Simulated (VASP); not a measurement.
Here is a VASP 6.6.1 calculation.

File INCAR:

```
PREC = Accurate
ENCUT = 520
EDIFF = 1E-6
ISMEAR = 0
SIGMA = 0.1
LREAL = F
LASPH = T
NELM = 80
ALGO = Fast
ISIF = 2
LWAVE = F
LCHARG = F
GGA = PE
NBANDS = 38
```

The input KPOINTS:

```
regular mesh
0
Gamma
  4 4 4
```

File POSCAR:

```
Sr2Tl3
1.0
    4.9186128800      0.0000000000      0.0000000000
    0.0000000000      4.9186128800      0.0000000000
    0.0000000000      0.0000000000      4.9186128800
Sr Tl
2 3
Direct
    0.5000000000      0.5000000000      0.5000000000
    0.0000000000      0.0000000000      0.0000000000
    0.0000000000      0.5000000000      0.5000000000
    0.5000000000      0.0000000000      0.5000000000
    0.5000000000      0.5000000000      0.0000000000
```

Potentials or basis: VASP PAW PBE potentials, release 64 (Sr_sv, Tl_d).

Command:

```sh
$ cat potpaw_PBE.64/Sr_sv/POTCAR potpaw_PBE.64/Tl_d/POTCAR > POTCAR
$ mpirun -np 1 vasp_std > vasp.out
```

Predict the band gap on the k mesh.

zero (an odd number of electrons rules out a gap without spin polarisation).

Predict the pressure.

42.2 GPa.

Caveat: the cell stands under pressure; spin-orbit coupling is left out, which moves the levels of the heavy elements.
